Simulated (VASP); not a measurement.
Input of a VASP 6.6.1 run:

File POSCAR:

```
Hf
1.0
    3.1967000000      0.0000000000      0.0000000000
   -1.5983500000      2.7684234083      0.0000000000
    0.0000000000      0.0000000000      5.0578000000
Hf
2
Direct
    0.6666666667      0.3333333333      0.7500000000
    0.3333333333      0.6666666667      0.2500000000
```

The input INCAR.step1:

```
PREC     = Accurate       # precision mode
ENCUT    = 400            # plane-wave cutoff, eV
EDIFF    = 1E-5           # SCF threshold, eV
ISMEAR   = -1             # smearing method
SIGMA    = 0.05           # smearing width, eV
LREAL    = False          # projectors in reciprocal space
LASPH    = True           # aspherical terms in the spheres
NELM     = 200            # most SCF steps
ALGO     = Normal         # electronic algorithm
ISIF     = 2              # what is computed and relaxed
LWAVE    = True           # write WAVECAR
LCHARG   = False          # write CHGCAR
MAGMOM   = 0 0 0 0 0 0    # initial moments
LORBIT   = 11             # projections on sites
LSORBIT  = True           # spin-orbit coupling
GGA_COMPAT= False        
LORBMOM  = True         
LMAXMIX  = 4              # l up to which the mixer works
GGA      = PE             # functional
NBANDS   = 32             # bands
```

The input INCAR.step2:

```
PREC     = Accurate       # precision mode
ENCUT    = 400            # plane-wave cutoff, eV
EDIFF    = 1E-6           # SCF threshold, eV
ISMEAR   = -1             # smearing method
SIGMA    = 0.05           # smearing width, eV
LREAL    = False          # projectors in reciprocal space
LASPH    = True           # aspherical terms in the spheres
NELM     = 200            # most SCF steps
ALGO     = Normal         # electronic algorithm
ISIF     = 2              # what is computed and relaxed
LWAVE    = False          # write WAVECAR
LCHARG   = False          # write CHGCAR
MAGMOM   = 0 0 0 0 0 0    # initial moments
LORBIT   = 11             # projections on sites
LSORBIT  = True           # spin-orbit coupling
GGA_COMPAT= False        
LORBMOM  = True         
LMAXMIX  = 4              # l up to which the mixer works
GGA      = PE             # functional
LHFCALC  = True           # exact exchange
HFSCREEN = 0.2079         # screening, 1/A
PRECFOCK = Normal       
ISTART   = 1            
NBANDS   = 32             # bands
```

Contents of KPOINTS:

```
Automatic mesh
0
Gamma
  4 4 2
```

Potentials or basis: VASP PAW PBE potentials, release 64 (Hf_pv).

Launch:

```bash
$ cat potpaw_PBE.64/Hf_pv/POTCAR > POTCAR
$ cp INCAR.step1 INCAR
$ mpirun -np 1 vasp_ncl > vasp.out
$ cp INCAR.step2 INCAR
$ mpirun -np 1 vasp_ncl > vasp.out
```

Q: Predict the net moment.

A: 0.00 μB per cell.

Q: Estimate the pressure.

A: -1.6 GPa.

Stress tensor (GPa, compression positive):
```
-0.75  0.00  0.00
 0.00 -0.75  0.00
 0.00  0.00 -3.44
```

Caveat: the k points lie up to 0.62 Å⁻¹ apart; the PAW data sets were made with another functional, which shifts forces and pressure a little.
